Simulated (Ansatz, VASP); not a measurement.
One calculation of LiF, two programs

The input POSCAR:

```
LiF
1.0
    2.5595330000      0.0000000000      0.0000000000
    0.0000000000      2.5595330000      0.0000000000
    0.0000000000      0.0000000000      2.5595330000
Li F
1 1
Direct
    0.0000000000      0.0000000000      0.0000000000
    0.5000000000      0.5000000000      0.5146511102
```

INCAR.step1

```
SYSTEM = LiF
ALGO     = Normal         ! electronic algorithm
EDIFF    = 1E-4           ! SCF threshold, eV
ENCUT    = 520            ! plane-wave cutoff, eV
GGA      = PE             ! functional
ISMEAR   = 0              ! smearing method
LASPH    = .TRUE.         ! aspherical terms in the spheres
LCHARG   = .FALSE.        ! write CHGCAR
LREAL    = .FALSE.        ! projectors in reciprocal space
LWAVE    = .TRUE.         ! write WAVECAR
NBANDS   = 12             ! bands
NELM     = 60             ! most SCF steps
PREC     = Accurate       ! precision mode
SIGMA    = 0.05           ! smearing width, eV
```

The input INCAR.step2:

```
SYSTEM = LiF
ALGO     = Normal         ! electronic algorithm
EDIFF    = 1E-6           ! SCF threshold, eV
ENCUT    = 520            ! plane-wave cutoff, eV
ISIF     = 2              ! what is computed and relaxed
ISMEAR   = 0              ! smearing method
ISTART   = 1            
LASPH    = .TRUE.         ! aspherical terms in the spheres
LCHARG   = .FALSE.        ! write CHGCAR
LMIXTAU  = .TRUE.       
LREAL    = .FALSE.        ! projectors in reciprocal space
LWAVE    = .FALSE.        ! write WAVECAR
METAGGA  = R2SCAN         ! meta-GGA
NBANDS   = 12             ! bands
NELM     = 60             ! most SCF steps
PREC     = Accurate       ! precision mode
SIGMA    = 0.05           ! smearing width, eV
```

The input KPOINTS:

```
k-points
0
G
  10 10 10
  0 0 0
```

Input for Ansatz:

```yaml
crystal:
  lattice:
    - [2.559533, 0.0, 0.0]
    - [0.0, 2.559533, 0.0]
    - [0.0, 0.0, 2.559533]
  atoms:
    - { symbol: Li, position: [0.0, 0.0, 0.0] }
    - { symbol: F, position: [0.5, 0.5, 0.5146511102] }
basis:
  ecutwfc: 500
kpoints:
  mp_grid: { grid: [10, 10, 10] }
hamiltonian:
  xc: r2scan
scf:
  occupations: { method: gaussian, width: 0.05 }
output:
  forces: true
  stress: true
  eigenvalues: true
```

Change from the starting cell: all F atoms moved +0.037 Å, as atom 2 along Cartesian [0 0 1].

Alike in both runs: task single point; functional r2SCAN; k mesh 10 × 10 × 10; occupations gaussian, width 0.05 eV; no spin polarisation.

|  | VASP | Ansatz |
| --- | --- | --- |
| version | VASP 6.6.1 | Ansatz 0.2.0 |
| potentials or method | VASP PAW PBE potentials, release 64 (Li_sv, F), cutoff 520 eV | scalar-relativistic, plane waves, PAW |
| valence electrons in the cell | 10 | 10 |

```tsv
	VASP	Ansatz	Ansatz less VASP
gap on the k mesh at the Fermi level (eV)	8.63	8.46	-0.174
least direct gap on the mesh (eV)	9.32	9.14	-0.179
rms of the force components (eV/Å)	0.021	0.010	-0.0111
```

VASP's potentials were made for PBE, not for r2SCAN. Atom by atom the forces differ by 0.011 eV/Å (rms over components).

Noted on VASP's run: the cutoff is short for stress, so the pressure is rough.
